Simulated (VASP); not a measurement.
Write the native input for VASP 6.6.1 that does the following.

| Property | Result |
| --- | --- |
| Task | single point |
| Functional | PBE |
| Potentials or basis | VASP PAW PBE potentials, release 64 (K_sv, Cl) |
| Cutoff | 520 eV |
| k mesh | 6 × 6 × 6 |
| Occupations | gaussian, width 0.05 eV |
| Spin | no spin polarisation |
| Dipole correction | no |
| Further INCAR settings | ALGO = Normal; EDIFF = 1e-06; NBANDS = 15 |

The structure of KCl lies in POSCAR:

```
KCl
1.0
    3.8967839400      0.0000000000      0.0000000000
    0.0000000000      3.8967839400      0.0000000000
    0.0000000000      0.0000000000      3.7240201200
K Cl
1 1
Direct
    0.0000000000      0.0000000000      0.0000000000
    0.5000000000      0.5000000000      0.5000000000
```

This cell differs from its parent crystal: strain +0.015 along x and y, -0.030 along z.

The input as run:

INCAR

```
SYSTEM = KCl
  ALGO = Normal
  EDIFF = 1E-6
  ENCUT = 520
  GGA = PE
  ISIF = 2
  ISMEAR = 0
  LASPH = .True.
  LCHARG = .True.
  LELF = .True.
  LREAL = .False.
  LVHAR = .True.
  LWAVE = .False.
  NBANDS = 15
  NELM = 80
  PREC = Accurate
  SIGMA = 0.05
```

KPOINTS

```
k-points
0
Gamma
  6 6 6
  0 0 0
```

Potentials or basis: VASP PAW PBE potentials, release 64 (K_sv, Cl).

Launch:

```sh
$ cat potpaw_PBE.64/K_sv/POTCAR potpaw_PBE.64/Cl/POTCAR > POTCAR
$ mpirun -np 1 vasp_std > vasp.out
```

It gave:

The pressure is 0.0 GPa and the band gap on the k mesh is 4.64 eV (least direct gap 4.81 eV).

Caveat: the cell differs from its parent crystal (strain +0.015 along x and y, -0.030 along z).

Run time: 22 s on 1 thread of Intel(R) Xeon(R) Platinum 8375C CPU @ 2.90GHz (Ice Lake), with other jobs on the host, peak memory 0.18 GiB.
